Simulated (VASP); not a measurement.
Crystal: Si.

```
Si
1.0
    -1.58740    1.58740    1.58740
     1.58740   -1.58740    1.58740
     1.58740    1.58740   -1.58740
Si
1
Direct
  0.00000 0.00000 0.00000
```

This isn't the form of Si at room conditions, which is diamond.

```yaml
Program: VASP 6.6.1
Task: relaxation of cell and atoms
Functional: PBE
Potentials_or_basis: VASP PAW PBE potentials, release 64 (Si)
Cutoff: 600 eV
k_mesh: 17 × 17 × 17
Occupations: fermi-dirac, width 0.05 eV
Spin: no spin polarisation
```

At the start: pressure -6.8 GPa; volume 16.00 Å³/atom.

Question: How do energy, volume and symmetry change on relaxing?

Answer: Over 3 steps the energy falls by 31.6 meV/atom and the volume is 14.63 Å³/atom (-8.5 %); space group Im-3m (No. 229, to 0.1 Å) before and after.

Step by step:
| step | energy change (eV) | largest force (eV/Å) | pressure (GPa) | volume (Å³) |
| --- | --- | --- | --- | --- |
| 1 | 0.0000 | 0.0000 | -6.80 | 16.00 |
| 2 | -0.0311 | 0.0000 | 1.06 | 14.48 |
| 3 | -0.0316 | 0.0000 | 0.02 | 14.63 |

Final structure:
```xyz
1
Lattice="-1.5409 1.5409 1.5409 1.5409 -1.5409 1.5409 1.5409 1.5409 -1.5409" Properties=species:S:1:pos:R:3 pbc="T T T"
Si    0.0000    0.0000    0.0000
```
